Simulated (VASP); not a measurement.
# Si2C (P6/mmm) in VASP: notebook

Runs on Si2C. Level: PBE. Tasks: single point, relaxation of cell and atoms.

All numbers are computed with VASP 6.6.1; they aren't measurements. Logs are shortened: lines on timing, memory, paths and dates and some standing lists are left out, and cuts for length are marked.

**1. The cell of the first run**

It takes space group P6/mmm (No. 191, hexagonal). The conventional cell has a = 2.594 Å, b = 2.594 Å, c = 6.293 Å, α = 90.00°, β = 90.00°, γ = 120.00°. Si (site symmetry 6mm) has 1 C at 1.86 Å within 2.5 Å. Within 2.5 Å of C (site symmetry 6/mmm) lie 2 Si at 1.86 Å.

**2. Single point, PBE**

INCAR

```
SYSTEM = Si2C
ALGO = Normal
EDIFF = 1E-6
ENCUT = 520
GGA = PE
ISIF = 2
ISMEAR = 0
LASPH = .TRUE.
LCHARG = .TRUE.
LELF = .TRUE.
LREAL = .FALSE.
LVHAR = .TRUE.
LWAVE = .FALSE.
NBANDS = 13
NELM = 60
PREC = Accurate
SIGMA = 0.1
```

KPOINTS

```
k-points
0
G
  6 6 4
  0 0 0
```

POSCAR

```
Si2C
1.0
    2.5937633950      0.0000000029      0.0000000000
   -1.2968817000      2.2462649900      0.0000000000
    0.0000000000      0.0000000000      6.2929877287
Si C
2 1
Direct
    0.0000000000      0.0000000000      0.2955698286
    0.0000000000      0.0000000000      0.7044301714
    0.0000000000      0.0000000000      0.0000000000
```

Potentials or basis: VASP PAW PBE potentials, release 64 (Si, C).

On the command line:

```sh
$ cat potpaw_PBE.64/Si/POTCAR potpaw_PBE.64/C/POTCAR > POTCAR
$ mpirun -np 1 vasp_std > vasp.out
```

OUTCAR:

```text
SYSTEM = Si2C
   EDIFF = 1E-6
   ENCUT = 520
   GGA = PE
   ISIF = 2
   ISMEAR = 0
   LASPH = .TRUE.
   LREAL = .FALSE.
   NELM = 60
   PREC = Accurate

 ion  position               nearest neighbor table
   1  0.000  0.000  0.296-   3 1.86   2 2.57
   2  0.000  0.000  0.704-   3 1.86   1 2.57
   3  0.000  0.000  0.000-   1 1.86   2 1.86

  LATTYP: Found a hexagonal cell.
 ALAT       =     2.5937633950
 C/A-ratio  =     2.4261996067

  Lattice vectors:

 A1 = (   2.5937633950,   0.0000000029,   0.0000000000)
 A2 = (  -1.2968817000,   2.2462649900,   0.0000000000)
 A3 = (   0.0000000000,   0.0000000000,   6.2929877287)

Analysis of symmetry for initial positions (statically):
=====================================================================
 Subroutine PRICEL returns:
 Original cell was already a primitive cell.

 Routine SETGRP: Setting up the symmetry group for a
 hexagonal supercell.

 Subroutine GETGRP returns: Found 24 space group operations
 (whereof 24 operations were pure point group operations)
 out of a pool of 24 trial point group operations.

The static configuration has the point symmetry D_6h.

Analysis of symmetry for dynamics (positions and initial velocities):
=====================================================================
 Subroutine PRICEL returns:
 Original cell was already a primitive cell.

 Routine SETGRP: Setting up the symmetry group for a
 hexagonal supercell.

 Subroutine GETGRP returns: Found 24 space group operations
 (whereof 24 operations were pure point group operations)
 out of a pool of 24 trial point group operations.

The dynamic configuration has the point symmetry D_6h.

 Subroutine INISYM returns: Found 24 space group operations
 (whereof 24 operations are pure point group operations),
 and found     1 'primitive' translations

----------------------------------------------------------------------------------------

                                     Primitive cell

  volume of cell :      36.6647

  direct lattice vectors                    reciprocal lattice vectors
     2.593763395  0.000000003  0.000000000     0.385540177  0.222591726  0.000000000
    -1.296881700  2.246264990  0.000000000    -0.000000000  0.445183451  0.000000000
     0.000000000  0.000000000  6.292987729     0.000000000  0.000000000  0.158907032

  length of vectors
     2.593763395  2.593763395  6.292987729     0.445183451  0.445183451  0.158907032

  position of ions in fractional coordinates (direct lattice)
     0.000000000  0.000000000  0.295569829
     0.000000000  0.000000000  0.704430171
     0.000000000  0.000000000  0.000000000

  ion indices of the primitive-cell ions
   primitive index   ion index
                 1           1
                 2           2
                 3           3

----------------------------------------------------------------------------------------

 KPOINTS: k-points

Automatic generation of k-mesh.
 Grid dimensions read from file:
 generate k-points for:    6    6    4

 Generating k-lattice:

  Cartesian coordinates                     Fractional coordinates (reciprocal lattice)
     0.064256696  0.037098621  0.000000000     0.166666667 -0.000000000  0.000000000
    -0.000000000  0.074197242  0.000000000    -0.000000000  0.166666667  0.000000000
     0.000000000  0.000000000  0.039726758     0.000000000  0.000000000  0.250000000

  Length of vectors
     0.074197242  0.074197242  0.039726758

  Shift w.r.t. Gamma in fractional coordinates (k-lattice)
     0.000000000  0.000000000  0.000000000

 Subroutine IBZKPT returns following result:
 ===========================================

 Found     21 irreducible k-points:

 Following reciprocal coordinates:
            Coordinates               Weight
  0.000000  0.000000  0.000000      1.000000
  0.166667  0.000000  0.000000      6.000000
  0.333333  0.000000  0.000000      6.000000
  0.500000  0.000000  0.000000      3.000000
  0.166667  0.166667  0.000000      6.000000
  0.333333  0.166667  0.000000     12.000000
[... 13 lines left out ...]
  0.333333  0.166667  0.500000     12.000000
  0.333333  0.333333  0.500000      2.000000
   k-points           NKPTS =     21   k-points in BZ     NKDIM =     21   number of bands    NBANDS=     13
   number of dos      NEDOS =    301   number of ions     NIONS =      3
   total plane-waves  NPLWV =  19200
   dimension x,y,z NGX =    20 NGY =   20 NGZ =   48
   dimension x,y,z NGXF=    40 NGYF=   40 NGZF=   96
   ions per type =               2   1
   NGX,Y,Z   is equivalent  to a cutoff of  12.82, 12.82, 12.68 a.u.
   NGXF,Y,Z  is equivalent  to a cutoff of  25.64, 25.64, 25.36 a.u.
 SYSTEM =  Si2C
   PREC   = accura    normal or accurate (medium, high low for compatibility)
   ISTART =      0    job   : 0-new  1-cont  2-samecut
   ICHARG =      2    charge: 1-file 2-atom 10-const
   ISPIN  =      1    spin polarized calculation?
   LNONCOLLINEAR =      F non collinear calculations
   LSORBIT =      F    spin-orbit coupling
   LASPH  =      T    aspherical Exc in radial PAW
   ENCUT  =  520.0 eV  38.22 Ry    6.18 a.u.   4.82  4.82 11.70*2*pi/ulx,y,z
   NELM   =     60;   NELMIN=  2; NELMDL= -5     # of ELM steps
   EDIFF  = 0.1E-05   stopping-criterion for ELM
   LREAL  =      F    real-space projection
   EDIFFG = 0.1E-04   stopping-criterion for IOM
   NSW    =      0    number of steps for IOM
   IBRION =     -1    ionic relax: 0-MD 1-quasi-New 2-CG
   NFREE  =      0    steps in history (QN), initial steepest desc. (CG)
   ISIF   =      2    stress and relaxation
   ISYM   =      2    0-nonsym 1-usesym 2-fastsym
   POTIM  = 0.5000    time-step for ionic-motion
   TEBEG  =    0.0;   TEEND  =   0.0 temperature during run
   PSTRESS=    0.0 pullay stress
   NELECT =      12.0000    total number of electrons
   NUPDOWN=      -1.0000    fix difference up-down
   EMIN   =  10.00;   EMAX   =-10.00  energy-range for DOS
   EFERMI =   0.00;   METHOD = LEGACY
   ISMEAR =     0;   SIGMA  =   0.10  broadening in eV -4-tet -1-fermi 0-gaus
   EFERMI_NEDOS =   21; number of points for ismear=-14 and -15
   IALGO  =     38    algorithm
   IMIX   =      4    mixing-type and parameters
     AMIX     =   0.40;   BMIX     =  1.00
     AMIX_MAG =   1.60;   BMIX_MAG =  1.00
  volume/ion in A,a.u.               =      12.22        82.48
  Fermi-wavevector in a.u.,A,eV,Ry     =   1.128199  2.131988 17.317954  1.272834
  Thomas-Fermi vector in A             =   2.264888
   LORBIT       =      0    0 simple, 1 ext, 2 COOP (PROOUT), +10 PAW based schemes
   GGA     = PE    functional components
   LHFCALC =     F    Hartree Fock is set to
   AEXX    =    0.0000 exact exchange contribution
   IVDW    =     0    specifies the selected vdW correction
   LEPSILON=     F    determine dielectric tensor
   LRPA    =     F    only Hartree local field effects (RPA)
 non-spin polarized calculation
 Gauss-broadening in eV      SIGMA  =   0.10
  energy-cutoff  :      520.00
  volume of cell :       36.66
 maximum number of plane-waves:      1000
 NGX is ok and might be reduce to    20
   NGX =  9   NGY =  9   NGZ = 23

 number of electron      12.0000000 magnetization

 Free energy of the ion-electron system (eV)
  ---------------------------------------------------
  ext. energy  EPLUGINS =         0.00000000
  ---------------------------------------------------
  free energy    TOTEN  =       -16.59533782 eV

  energy without entropy =      -16.59319528  energy(sigma->0) =      -16.59426655

 E-fermi :   9.2242     XC(G=0): -11.2890

 val. band max:        8.8683906708   @ k =   0.5000   0.0000   0.2500
 cond. band min:       9.2546139534   @ k =   0.3333   0.0000   0.0000
 fundamental gap:      0.3862232825
 Fermi energy:         9.2241569600

 k-point     1 :       0.0000    0.0000    0.0000
  band No.  band energies     occupation
      1      -6.4154      2.00000
      2      -3.1545      2.00000
      3      -2.1510      2.00000
      4       5.5687      2.00000
      5       8.4052      2.00000
      6      12.3741      0.00000
      7      12.3741      0.00000
      8      18.8680      0.00000
      9      21.0899      0.00000
     10      21.0899      0.00000
     11      21.7647      0.00000
     12      21.7655      0.00000
     13      21.8380      0.00000

 k-point     2 :       0.1667    0.0000    0.0000
  band No.  band energies     occupation
      1      -5.7088      2.00000
      2      -2.4007      2.00000
      3      -1.4500      2.00000
      4       5.9940      2.00000
      5       8.7776      2.00000
      6      10.2961      0.00000
      7      11.7720      0.00000
      8      15.4947      0.00000
      9      15.9689      0.00000
     10      18.4188      0.00000
     11      19.1082      0.00000
     12      19.1728      0.00000
     13      19.9625      0.00000

 k-point     3 :       0.3333    0.0000    0.0000
  band No.  band energies     occupation
      1      -3.7023      2.00000
      2      -0.2139      2.00000
      3       0.5515      2.00000
      4       5.4247      2.00000
      5       6.4441      2.00000
      6       9.2546      0.66667
      7      10.7698      0.00000
      8      10.9235      0.00000
      9      11.5580      0.00000
     10      16.6062      0.00000
     11      17.1609      0.00000
     12      17.4546      0.00000
     13      17.9159      0.00000

 k-point     4 :       0.5000    0.0000    0.0000
  band No.  band energies     occupation
      1      -1.6745      2.00000
      2       1.7133      2.00000
      3       2.3810      2.00000
      4       3.6729      2.00000
      5       4.4325      2.00000
      6       5.7797      2.00000
      7       9.8977      0.00000
      8      10.3397      0.00000
      9      13.2333      0.00000
     10      15.8033      0.00000
     11      15.9923      0.00000
     12      16.5096      0.00000
     13      17.3210      0.00000

 k-point     5 :       0.1667    0.1667    0.0000
  band No.  band energies     occupation
      1      -4.3448      2.00000
      2      -0.9265      2.00000
      3      -0.0866      2.00000
      4       6.5622      2.00000
      5       7.2598      2.00000
      6       9.5902      0.00000
      7      10.2551      0.00000
      8      13.1017      0.00000
      9      13.2835      0.00000
     10      13.4272      0.00000
     11      14.0158      0.00000
     12      19.9164      0.00000
     13      21.8649      0.00000
[... 209 lines left out ...]
 k-point    19 :       0.1667    0.1667    0.5000
  band No.  band energies     occupation
      1      -4.0650      2.00000
      2      -2.3824      2.00000
      3       3.0116      2.00000
      4       3.4811      2.00000
      5       7.7626      2.00000
      6       9.7546      0.00000
      7       9.8812      0.00000
      8      11.8377      0.00000
      9      14.7967      0.00000
     10      15.2179      0.00000
     11      15.9776      0.00000
     12      17.6085      0.00000
     13      19.3545      0.00000

 k-point    20 :       0.3333    0.1667    0.5000
  band No.  band energies     occupation
      1      -1.8686      2.00000
      2       0.5741      2.00000
      3       3.4218      2.00000
      4       4.5704      2.00000
      5       6.0745      2.00000
      6       6.5845      2.00000
      7       8.0443      2.00000
      8       9.8035      0.00000
      9      10.6286      0.00000
     10      13.4002      0.00000
     11      14.3654      0.00000
     12      17.7185      0.00000
     13      19.5378      0.00000

 k-point    21 :       0.3333    0.3333    0.5000
  band No.  band energies     occupation
      1      -0.7510      2.00000
      2       2.9247      2.00000
      3       4.3935      2.00000
      4       4.3935      2.00000
      5       5.1078      2.00000
      6       5.1078      2.00000
      7       6.6939      2.00000
      8       9.6890      0.00000
      9       9.6890      0.00000
     10      10.7150      0.00000
     11      14.6604      0.00000
     12      14.6604      0.00000
     13      19.4082      0.00000

------------------------ aborting loop because EDIFF is reached ----------------------------------------

  FORCE on cell =-STRESS in cart. coord.  units (eV):
  Direction    XX          YY          ZZ          XY          YZ          ZX
  --------------------------------------------------------------------------------------
  -------------------------------------------------------------------------------------
  Total       -0.0365938     -0.0365938     -0.0191079     -0.0000000      0.0000000      0.0000000
  in kB       -1.5990796     -1.5990796     -0.8349806     -0.0000000      0.0000000      0.0000000
  external PRESSURE =      -1.3443799 kB  Pullay stress =       0.0000000 kB

 VOLUME and BASIS-vectors are now :
 -----------------------------------------------------------------------------
  energy-cutoff  :      520.00
  volume of cell :       36.66
      direct lattice vectors                 reciprocal lattice vectors
     2.593763395  0.000000003  0.000000000     0.385540177  0.222591726  0.000000000
    -1.296881700  2.246264990  0.000000000    -0.000000000  0.445183451  0.000000000
     0.000000000  0.000000000  6.292987729     0.000000000  0.000000000  0.158907032

 POSITION                                       TOTAL-FORCE (eV/Angst)
 -----------------------------------------------------------------------------------
      0.00000      0.00000      1.86002         0.000000      0.000000     -0.008173
      0.00000      0.00000      4.43297        -0.000000     -0.000000      0.008173
      0.00000      0.00000      0.00000        -0.000000     -0.000000      0.000000
 -----------------------------------------------------------------------------------
    total drift:                               -0.000000      0.000000     -0.000000

  FREE ENERGIE OF THE ION-ELECTRON SYSTEM (eV)
  ---------------------------------------------------
  free  energy   TOTEN  =       -16.5953378227 eV

  energy  without entropy=      -16.5931952761  energy(sigma->0) =      -16.59426655
```

Run time: 20 s. Hardware: 1 thread of Intel Xeon 8259CL, shared host; peak memory 0.14 GiB.

What came out:

| Item | Value |
| --- | --- |
| Free energy | -16.5953 eV |
| Pressure | -0.1 GPa |
| Largest force | 0.008 eV/Å |
| Band gap on the k mesh | zero (band 6 reaches 12.38 eV, above the bottom of band 7 at 6.09 eV) |

Forces in eV/Å, atoms in the order of the input:
```
Si   0.000  0.000 -0.008
Si   0.000  0.000  0.008
C    0.000  0.000  0.000
```

Levels at points of the mesh, in eV from the Fermi level:
```csv
k point,band 4,band 5,band 6,band 7,band 8,band 9
"(0.00, 0.00, 0.00)",-3.66,-0.82,3.15,3.15,9.64,11.87
"(0.50, 0.00, 0.00)",-5.55,-4.79,-3.44,0.67,1.12,4.01
"(0.00, 0.00, 0.50)",-7.49,2.72,3.15,3.15,6.49,11.21
"(0.50, 0.00, 0.50)",-6.38,-3.57,-1.50,-1.45,1.14,3.07
```

Caveat: the k points lie up to 0.47 Å⁻¹ apart.

[end of part 1 of 3]
